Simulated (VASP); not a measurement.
Set up this calculation in VASP 6.6.1, as the native input.

* Task: single point
* Functional: PBEsol
* Potentials or basis: VASP PAW PBE potentials, release 64 (Ta_sv_GW, N)
* Cutoff: 600 eV
* k mesh: 10 × 10 × 4
* Occupations: fermi-dirac, width 0.05 eV
* Spin: no spin polarisation
* Hubbard terms: Ta d U = 1.0 eV
* Dipole correction: no
* Second run: valence_matched
* Further INCAR settings: ALGO = Normal; EDIFF = 1e-06; NBANDS = 30

The structure of Ta3N lies in POSCAR:

```
Ta3N
1.0
    2.9996136662      0.0000000000      0.0000000000
   -1.4998068331      2.5977416364      0.0000000000
    0.0000000000      0.0000000000      7.4725461458
Ta N
3 1
Direct
    0.6666666667      0.3333333333      0.8271394734
    0.3333333333      0.6666666667      0.1728605266
    0.0000000000      0.0000000000      0.5000000000
    0.0000000000      0.0000000000      0.0000000000
```

These files were run (other wordings do the same):

INCAR

```
ALGO = Normal ; EDIFF = 1E-6
ENCUT = 600 ; GGA = PS
GGA_COMPAT = False ; ISIF = 2
ISMEAR = -1 ; LASPH = True
LCHARG = False ; LDAU = True
LDAUJ = 0 0 ; LDAUL = 2 -1
LDAUPRINT = 1 ; LDAUTYPE = 2
LDAUU = 1 0 ; LMAXMIX = 4
LREAL = False ; LWAVE = False
NBANDS = 30 ; NELM = 200
PREC = Accurate ; SIGMA = 0.05
```

KPOINTS

```
k-points
0
Gamma
  10 10 4
```

Potentials or basis: VASP PAW PBE potentials, release 64 (Ta_sv_GW, N).

Command:

```sh
$ cat potpaw_PBE.64/Ta_sv_GW/POTCAR potpaw_PBE.64/N/POTCAR > POTCAR
$ mpirun -np 1 vasp_std > vasp.out
```

It gave:

- Pressure: 2.3 GPa
- Largest force: 0.110 eV/Å
- Band gap on the k mesh: zero (band 22 reaches 11.92 eV, above the bottom of band 23 at 11.26 eV)

Caveat: the PAW data sets were made with another functional, which shifts forces and pressure a little; spin-orbit coupling is left out, which moves the levels of the heavy elements; U without spin polarisation on a metal has little footing.

Wall time 91 s on 1 thread of Intel(R) Xeon(R) Platinum 8488C (Sapphire Rapids) (shared host), peak memory 0.24 GiB.
